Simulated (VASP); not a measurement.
A run of VASP 6.6.1 is set up as follows.

Contents of POSCAR:

```
Mg
1.0
    3.1720232863      0.0000000000      0.0000000000
   -1.5860116431      2.7470527473      0.0000000000
    0.0000000000      0.0000000000      5.1412049000
Mg
2
Direct
    0.3333333300      0.6666666700      0.2500000000
    0.6666666700      0.3333333300      0.7500000000
```

INCAR.step1

```
ALGO = Normal
EDIFF = 1E-4
ENCUT = 520
GGA = PE
ISMEAR = 0
LASPH = T
LCHARG = F
LREAL = F
LWAVE = T
NBANDS = 9
NELM = 100
PREC = Accurate
SIGMA = 0.1
```

Contents of INCAR.step2:

```
ALGO = Normal
EDIFF = 1E-7
ENCUT = 520
ISIF = 2
ISMEAR = 0
ISTART = 1
LASPH = T
LCHARG = F
LMIXTAU = T
LREAL = F
LWAVE = F
METAGGA = R2SCAN
NBANDS = 9
NELM = 100
PREC = Accurate
SIGMA = 0.1
```

The input KPOINTS:

```
k-points
0
Gamma
  6 6 4
```

Potentials or basis: VASP PAW PBE potentials, release 64 (Mg).

Command:

```sh
$ cat potpaw_PBE.64/Mg/POTCAR > POTCAR
$ cp INCAR.step1 INCAR
$ mpirun -np 1 vasp_std > vasp.out
$ cp INCAR.step2 INCAR
$ mpirun -np 1 vasp_std > vasp.out
```

**Question.** Estimate the band gap on the k mesh.

**Answer.** Zero (bands 2 and 3 overlap by 1.42 eV).

**Question.** Predict the pressure.

**Answer.** 0.2 GPa.

Stress tensor (GPa, compression positive):
```
-0.18  0.00  0.00
 0.00 -0.18  0.00
 0.00  0.00  0.86
```

Caveat: the k points lie up to 0.38 Å⁻¹ apart, too coarse for converged energies and pressures of a metal; the PAW data sets were made with another functional, which shifts forces and pressure a little.
